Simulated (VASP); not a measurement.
Here is a VASP 6.6.1 calculation.

The input INCAR:

```
SYSTEM = TaBi
PREC = Accurate
ENCUT = 520
EDIFF = 1E-6
ISMEAR = -1
SIGMA = 0.08
LREAL = .False.
LASPH = .True.
NELM = 80
ALGO = Normal
ISIF = 2
LWAVE = .False.
LCHARG = .False.
NBANDS = 20
```

KPOINTS

```
Automatic mesh
0
Gamma
  11 11 11
  0 0 0
```

Contents of POSCAR:

```
TaBi
1.0
    0.0000000000      2.8506994206      2.8506994206
    2.8506994206      0.0000000000      2.8506994206
    2.8506994206      2.8506994206      0.0000000000
Ta Bi
1 1
Direct
    0.0000000000      0.0000000000      0.0000000000
    0.5000000000      0.5000000000      0.5000000000
```

Potentials or basis: VASP PAW LDA potentials, release 64 (Ta_pv, Bi_d).

The run is started by

```sh
$ cat potpaw_LDA.64/Ta_pv/POTCAR potpaw_LDA.64/Bi_d/POTCAR > POTCAR
$ mpirun -np 1 vasp_std > vasp.out
```

Problem. What does it give for the pressure?

Solution. 0.3 GPa.

Problem. What does it give for the band gap on the k mesh?

Solution. Zero (band 13 reaches 8.53 eV, above the bottom of band 14 at 7.49 eV).

Caveat: spin-orbit coupling is left out, which moves the levels of the heavy elements.
